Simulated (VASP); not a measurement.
# Cs (Fd-3m) in VASP: further runs

Cs is run at these levels: r2SCAN; tasks: single point.

Program: VASP 6.6.1. These are calculated values, not measurements. Logs are shortened: lines on timing, memory, paths and dates and some standing lists are left out, and cuts for length are marked.

### Step 1. The cell of the first run

Symmetry: Fd-3m, No. 227, cubic system. The conventional cell has a = 10.401 Å, b = 10.401 Å, c = 10.401 Å, α = 90.00°, β = 90.00°, γ = 90.00°.

### Step 2. Single point, r2SCAN

POSCAR reads:

```
Cs
1.0
    0.0000000000      5.2004022391      5.2004022391
    5.2004022391      0.0000000000      5.2004022391
    5.2004022391      5.2004022391      0.0000000000
Cs
2
Direct
    0.5000000000      0.5000000000      0.5000000000
    0.7500000000      0.7500000000      0.7500000000
```

INCAR.step1 reads:

```
SYSTEM = Cs
ALGO = Normal
EDIFF = 1E-4
ENCUT = 520
GGA = PE
ISMEAR = 0
LASPH = .TRUE.
LCHARG = .FALSE.
LREAL = .FALSE.
LWAVE = .TRUE.
NBANDS = 16
NELM = 100
PREC = Accurate
SIGMA = 0.1
```

INCAR.step2 reads:

```
SYSTEM = Cs
ALGO = Normal
EDIFF = 1E-7
ENCUT = 520
ISIF = 2
ISMEAR = 0
ISTART = 1
LASPH = .TRUE.
LCHARG = .TRUE.
LELF = .TRUE.
LMIXTAU = .TRUE.
LREAL = .FALSE.
LVHAR = .TRUE.
LWAVE = .FALSE.
METAGGA = R2SCAN
NBANDS = 16
NELM = 100
PREC = Accurate
SIGMA = 0.1
```

KPOINTS reads:

```
k-points
0
G
  4 4 4
  0 0 0
```

Potentials or basis: VASP PAW PBE potentials, release 64 (Cs_sv).

Started as:

```
$ cat potpaw_PBE.64/Cs_sv/POTCAR > POTCAR
$ cp INCAR.step1 INCAR
$ mpirun -np 1 vasp_std > vasp.out
$ cp INCAR.step2 INCAR
$ mpirun -np 1 vasp_std > vasp.out
```

OUTCAR:

```text
SYSTEM = Cs
   EDIFF = 1E-7
   ENCUT = 520
   ISIF = 2
   ISMEAR = 0
   ISTART = 1
   LASPH = .TRUE.
   LREAL = .FALSE.
   METAGGA = R2SCAN
   NELM = 100
   PREC = Accurate

 ion  position               nearest neighbor table
   1  0.500  0.500  0.500-
   2  0.750  0.750  0.750-

  LATTYP: Found a face centered cubic cell.
 ALAT       =    10.4008044782

  Lattice vectors:

 A1 = (   0.0000000000,   5.2004022391,   5.2004022391)
 A2 = (   5.2004022391,   0.0000000000,   5.2004022391)
 A3 = (   5.2004022391,   5.2004022391,   0.0000000000)

Analysis of symmetry for initial positions (statically):
=====================================================================
 Subroutine PRICEL returns:
 Original cell was already a primitive cell.

 Routine SETGRP: Setting up the symmetry group for a
 face centered cubic supercell.

 Subroutine GETGRP returns: Found 48 space group operations
 (whereof 24 operations were pure point group operations)
 out of a pool of 48 trial point group operations.

The static configuration has the point symmetry T_d .
 The point group associated with its full space group is O_h .

Analysis of symmetry for dynamics (positions and initial velocities):
=====================================================================
 Subroutine PRICEL returns:
 Original cell was already a primitive cell.

 Routine SETGRP: Setting up the symmetry group for a
 face centered cubic supercell.

 Subroutine GETGRP returns: Found 48 space group operations
 (whereof 24 operations were pure point group operations)
 out of a pool of 48 trial point group operations.

The dynamic configuration has the point symmetry T_d .
 The point group associated with its full space group is O_h .

 Subroutine INISYM returns: Found 48 space group operations
 (whereof 24 operations are pure point group operations),
 and found     1 'primitive' translations

----------------------------------------------------------------------------------------

                                     Primitive cell

  volume of cell :     281.2813

  direct lattice vectors                    reciprocal lattice vectors
     0.000000000  5.200402239  5.200402239    -0.096146409  0.096146409  0.096146409
     5.200402239  0.000000000  5.200402239     0.096146409 -0.096146409  0.096146409
     5.200402239  5.200402239  0.000000000     0.096146409  0.096146409 -0.096146409

  length of vectors
     7.354479376  7.354479376  7.354479376     0.166530465  0.166530465  0.166530465

  position of ions in fractional coordinates (direct lattice)
     0.500000000  0.500000000  0.500000000
     0.750000000  0.750000000  0.750000000

  ion indices of the primitive-cell ions
   primitive index   ion index
                 1           1
                 2           2

----------------------------------------------------------------------------------------

 KPOINTS: k-points

Automatic generation of k-mesh.
 Grid dimensions read from file:
 generate k-points for:    4    4    4

 Generating k-lattice:

  Cartesian coordinates                     Fractional coordinates (reciprocal lattice)
    -0.024036602  0.024036602  0.024036602     0.250000000  0.000000000  0.000000000
     0.024036602 -0.024036602  0.024036602     0.000000000  0.250000000  0.000000000
     0.024036602  0.024036602 -0.024036602     0.000000000  0.000000000  0.250000000

  Length of vectors
     0.041632616  0.041632616  0.041632616

  Shift w.r.t. Gamma in fractional coordinates (k-lattice)
     0.000000000  0.000000000  0.000000000

 Subroutine IBZKPT returns following result:
 ===========================================

 Found      8 irreducible k-points:

 Following reciprocal coordinates:
            Coordinates               Weight
  0.000000  0.000000  0.000000      1.000000
  0.250000  0.000000  0.000000      8.000000
  0.500000  0.000000  0.000000      4.000000
  0.250000  0.250000  0.000000      6.000000
  0.500000  0.250000  0.000000     24.000000
 -0.250000  0.250000  0.000000     12.000000
  0.500000  0.500000  0.000000      3.000000
 -0.250000  0.500000  0.250000      6.000000
   k-points           NKPTS =      8   k-points in BZ     NKDIM =      8   number of bands    NBANDS=     16
   number of dos      NEDOS =    301   number of ions     NIONS =      2
   total plane-waves  NPLWV = 175616
   dimension x,y,z NGX =    56 NGY =   56 NGZ =   56
   dimension x,y,z NGXF=   112 NGYF=  112 NGZF=  112
   ions per type =               2
   NGX,Y,Z   is equivalent  to a cutoff of  12.66, 12.66, 12.66 a.u.
   NGXF,Y,Z  is equivalent  to a cutoff of  25.32, 25.32, 25.32 a.u.
 SYSTEM =  Cs
   PREC   = accura    normal or accurate (medium, high low for compatibility)
   ISTART =      1    job   : 0-new  1-cont  2-samecut
   ICHARG =      0    charge: 1-file 2-atom 10-const
   ISPIN  =      1    spin polarized calculation?
   LNONCOLLINEAR =      F non collinear calculations
   LSORBIT =      F    spin-orbit coupling
   LASPH  =      T    aspherical Exc in radial PAW
   ENCUT  =  520.0 eV  38.22 Ry    6.18 a.u.  13.67 13.67 13.67*2*pi/ulx,y,z
   NELM   =    100;   NELMIN=  2; NELMDL=  0     # of ELM steps
   EDIFF  = 0.1E-06   stopping-criterion for ELM
   LREAL  =      F    real-space projection
   EDIFFG = 0.1E-05   stopping-criterion for IOM
   NSW    =      0    number of steps for IOM
   IBRION =     -1    ionic relax: 0-MD 1-quasi-New 2-CG
   NFREE  =      0    steps in history (QN), initial steepest desc. (CG)
   ISIF   =      2    stress and relaxation
   ISYM   =      2    0-nonsym 1-usesym 2-fastsym
   POTIM  = 0.5000    time-step for ionic-motion
   TEBEG  =    0.0;   TEEND  =   0.0 temperature during run
   PSTRESS=    0.0 pullay stress
   NELECT =      18.0000    total number of electrons
   NUPDOWN=      -1.0000    fix difference up-down
   EMIN   =  10.00;   EMAX   =-10.00  energy-range for DOS
   EFERMI =   0.00;   METHOD = LEGACY
   ISMEAR =     0;   SIGMA  =   0.10  broadening in eV -4-tet -1-fermi 0-gaus
   EFERMI_NEDOS =   21; number of points for ismear=-14 and -15
   IALGO  =     38    algorithm
   IMIX   =      4    mixing-type and parameters
     AMIX     =   0.40;   BMIX     =  1.00
     AMIX_MAG =   1.60;   BMIX_MAG =  1.00
  volume/ion in A,a.u.               =     140.64       949.09
  Fermi-wavevector in a.u.,A,eV,Ry     =   0.654815  1.237421  5.833946  0.428783
  Thomas-Fermi vector in A             =   1.725493
   LORBIT       =      0    0 simple, 1 ext, 2 COOP (PROOUT), +10 PAW based schemes
   METAGGA = R2SCAN    functional components
   LHFCALC =     F    Hartree Fock is set to
   AEXX    =    0.0000 exact exchange contribution
   IVDW    =     0    specifies the selected vdW correction
   LEPSILON=     F    determine dielectric tensor
   LRPA    =     F    only Hartree local field effects (RPA)
 non-spin polarized calculation
 Gauss-broadening in eV      SIGMA  =   0.10
  energy-cutoff  :      520.00
  volume of cell :      281.28
 maximum number of plane-waves:      7631
 NGX is ok and might be reduce to    56
   NGX = 27   NGY = 27   NGZ = 27

 number of electron      17.9999997 magnetization

 Free energy of the ion-electron system (eV)
  ---------------------------------------------------
  ext. energy  EPLUGINS =         0.00000000
  ---------------------------------------------------
  free energy    TOTEN  =       -49.44916823 eV

  energy without entropy =      -49.44117394  energy(sigma->0) =      -49.44517109

 E-fermi :   0.2446     XC(G=0):  -5.1326

 val. band max:        0.2026872343   @ k =   0.5000   0.5000   0.0000
 cond. band min:       0.3773525390   @ k =  -0.2500   0.5000   0.2500
 fundamental gap:      0.1746653048
 Fermi energy:         0.2446161092

 k-point     1 :       0.0000    0.0000    0.0000
  band No.  band energies     occupation
      1     -25.3022      2.00000
      2     -25.2509      2.00000
      3     -11.8063      2.00000
      4     -11.8063      2.00000
      5     -11.8063      2.00000
      6     -11.6065      2.00000
[... 8 lines left out ...]
     15       2.2763      0.00000
     16       2.2763      0.00000

 k-point     2 :       0.2500    0.0000    0.0000
  band No.  band energies     occupation
      1     -25.2968      2.00000
      2     -25.2562      2.00000
      3     -11.8180      2.00000
      4     -11.8180      2.00000
      5     -11.8055      2.00000
      6     -11.6105      2.00000
[... 8 lines left out ...]
     15       2.0704      0.00000
     16       2.3407      0.00000

 k-point     3 :       0.5000    0.0000    0.0000
  band No.  band energies     occupation
      1     -25.2894      2.00000
      2     -25.2637      2.00000
      3     -11.8286      2.00000
      4     -11.8286      2.00000
      5     -11.8052      2.00000
      6     -11.6138      2.00000
[... 8 lines left out ...]
     15       2.0364      0.00000
     16       2.7304      0.00000

 k-point     4 :       0.2500    0.2500    0.0000
  band No.  band energies     occupation
      1     -25.2947      2.00000
      2     -25.2584      2.00000
      3     -11.8308      2.00000
      4     -11.8308      2.00000
      5     -11.7787      2.00000
      6     -11.6383      2.00000
[... 8 lines left out ...]
     15       1.9093      0.00000
     16       2.1805      0.00000

 k-point     5 :       0.5000    0.2500    0.0000
  band No.  band energies     occupation
      1     -25.2856      2.00000
      2     -25.2675      2.00000
      3     -11.8495      2.00000
      4     -11.8404      2.00000
      5     -11.7573      2.00000
      6     -11.6610      2.00000
[... 8 lines left out ...]
     15       2.1484      0.00000
     16       2.4685      0.00000

 k-point     6 :      -0.2500    0.2500    0.0000
  band No.  band energies     occupation
      1     -25.2894      2.00000
      2     -25.2637      2.00000
      3     -11.8472      2.00000
      4     -11.8286      2.00000
      5     -11.7756      2.00000
      6     -11.6414      2.00000
[... 8 lines left out ...]
     15       2.2682      0.00000
     16       2.3687      0.00000

 k-point     7 :       0.5000    0.5000    0.0000
  band No.  band energies     occupation
      1     -25.2765      2.00000
      2     -25.2765      2.00000
      3     -11.8512      2.00000
      4     -11.8512      2.00000
      5     -11.7106      2.00000
      6     -11.7106      2.00000
[... 8 lines left out ...]
     15       2.2171      0.00000
     16       2.2171      0.00000

 k-point     8 :      -0.2500    0.5000    0.2500
  band No.  band energies     occupation
      1     -25.2766      2.00000
      2     -25.2766      2.00000
      3     -11.8521      2.00000
      4     -11.8521      2.00000
      5     -11.7091      2.00000
      6     -11.7091      2.00000
[... 8 lines left out ...]
     15       2.2395      0.00000
     16       2.2395      0.00000

------------------------ aborting loop because EDIFF is reached ----------------------------------------

  FORCE on cell =-STRESS in cart. coord.  units (eV):
  Direction    XX          YY          ZZ          XY          YZ          ZX
  --------------------------------------------------------------------------------------
  -------------------------------------------------------------------------------------
  Total        0.1913977      0.1913977      0.1913977      0.0000000      0.0000000      0.0000000
  in kB        1.0902010      1.0902010      1.0902010      0.0000000      0.0000000      0.0000000
  external PRESSURE =       1.0902010 kB  Pullay stress =       0.0000000 kB

 VOLUME and BASIS-vectors are now :
 -----------------------------------------------------------------------------
  energy-cutoff  :      520.00
  volume of cell :      281.28
      direct lattice vectors                 reciprocal lattice vectors
     0.000000000  5.200402239  5.200402239    -0.096146409  0.096146409  0.096146409
     5.200402239  0.000000000  5.200402239     0.096146409 -0.096146409  0.096146409
     5.200402239  5.200402239  0.000000000     0.096146409  0.096146409 -0.096146409

 POSITION                                       TOTAL-FORCE (eV/Angst)
 -----------------------------------------------------------------------------------
      5.20040      5.20040      5.20040         0.000000      0.000000      0.000000
      7.80060      7.80060      7.80060        -0.000000     -0.000000     -0.000000
 -----------------------------------------------------------------------------------
    total drift:                               -0.000000      0.000000      0.000000

  FREE ENERGIE OF THE ION-ELECTRON SYSTEM (eV)
  ---------------------------------------------------
  free  energy   TOTEN  =       -49.4491682310 eV

  energy  without entropy=      -49.4411739396  energy(sigma->0) =      -49.44517109
```

It took 6.9 min on 1 thread of Intel Xeon Platinum 8259CL at 2.50GHz (Skylake/Cascade Lake), shared host; peak memory 0.45 GiB.

Results:

```
Free energy            : -49.4492 eV
Pressure               : 0.1 GPa
Band gap on the k mesh : zero (band 9 reaches 0.38 eV, above the bottom of band 10 at 0.02 eV)
```

Caveat: the PAW data sets were made with another functional, which shifts forces and pressure a little; spin-orbit coupling is left out, which moves the levels of the heavy elements.

### Step 3. Single point, r2SCAN

This run uses another cell than the first one, of 187.07 Å³/atom, 1.330 times its volume.

POSCAR reads:

```
Cs
1.0
    0.0000000000      5.7191494368      5.7191494368
    5.7191494368      0.0000000000      5.7191494368
    5.7191494368      5.7191494368      0.0000000000
Cs
2
Direct
    0.5000000000      0.5000000000      0.5000000000
    0.7500000000      0.7500000000      0.7500000000
```

INCAR.step1 reads:

```
SYSTEM = Cs
PREC = Accurate ; ENCUT = 520
ISMEAR = 0 ; SIGMA = 0.1
LREAL = .False. ; LASPH = .True.
NELM = 100 ; NBANDS = 16
GGA = PE ; ALGO = Normal
EDIFF = 1E-4 ; LWAVE = .True.
LCHARG = .False.
```

INCAR.step2 reads:

```
SYSTEM = Cs
PREC = Accurate ; ENCUT = 520
EDIFF = 1E-6 ; ISMEAR = 0
SIGMA = 0.1 ; LREAL = .False.
LASPH = .True. ; NELM = 100
ALGO = Normal ; ISIF = 2
LWAVE = .False. ; LCHARG = .True.
METAGGA = R2SCAN ; LMIXTAU = .True.
LELF = .True. ; LVHAR = .True.
NBANDS = 16 ; ISTART = 1
```

KPOINTS reads:

```
regular mesh
0
Gamma
  8 8 8
  0 0 0
```

Potentials or basis: VASP PAW PBE potentials, release 64 (Cs_sv).

Started as:

```
$ cat potpaw_PBE.64/Cs_sv/POTCAR > POTCAR
$ cp INCAR.step1 INCAR
$ mpirun -np 1 vasp_std > vasp.out
$ cp INCAR.step2 INCAR
$ mpirun -np 1 vasp_std > vasp.out
```

Wall time 19 min (1 thread of Intel Xeon Platinum 8259CL at 2.50GHz (Skylake/Cascade Lake), shared host); peak memory 0.6 GiB.

The run converged. Its results:

* Free energy: -49.4566 eV
* Pressure: 0.0 GPa
* Band gap on the k mesh: zero (band 9 reaches -0.16 eV, above the bottom of band 10 at -0.37 eV)

Levels at points of the mesh, in eV from the Fermi level:
| k point | band 6 | band 7 | band 8 | band 9 | band 10 | band 11 | band 12 | band 13 |
| --- | --- | --- | --- | --- | --- | --- | --- | --- |
| (0.00, 0.00, 0.00) | -11.75 | -11.75 | -11.75 | -1.39 | 1.43 | 1.43 | 1.44 | 1.44 |
| (0.50, 0.00, 0.00) | -11.75 | -11.74 | -11.74 | -0.55 | -0.05 | 1.17 | 1.17 | 1.47 |
| (0.50, 0.50, 0.00) | -11.79 | -11.73 | -11.73 | 0.00 | 0.00 | 0.74 | 0.74 | 1.40 |

Caveat: the PAW data sets were made with another functional, which shifts forces and pressure a little; spin-orbit coupling is left out, which moves the levels of the heavy elements.
